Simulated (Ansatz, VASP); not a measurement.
Mg in VASP and in Ansatz

```xyz
4
Lattice="3.2103 0.0000 0.0000 -1.6051 2.7802 0.0000 0.0000 0.0000 10.3191" Properties=species:S:1:pos:R:3 pbc="T T T"
Mg    0.0000    0.0000    0.0000
Mg    0.0000    1.8535    2.5798
Mg    0.0000    0.0000    5.1596
Mg    1.6051    0.9267    7.7393
```

Alike in both runs: task single point; functional r2SCAN; k mesh 15 × 15 × 4; occupations gaussian, width 0.1 eV; no spin polarisation.

```csv
,VASP,Ansatz
version,VASP 6.6.1,Ansatz 0.2.0
potentials or method,"VASP PAW PBE potentials, release 64 (Mg), cutoff 520 eV","scalar-relativistic, plane waves, PAW"
valence electrons in the cell,8,40
```

|  | VASP | Ansatz | Ansatz less VASP |
| --- | --- | --- | --- |
| gap on the k mesh at the Fermi level (eV) | none | none | - |
| pressure (GPa) | -0.9 | -0.7 | +0.26 |

VASP's potentials were made for PBE, not for r2SCAN. A gap of «none» marks a metal or a gap that the smearing closes. VASP's potentials hold 8 valence electrons a cell and Ansatz's 40, so a difference there can come from the potentials and not from the codes.
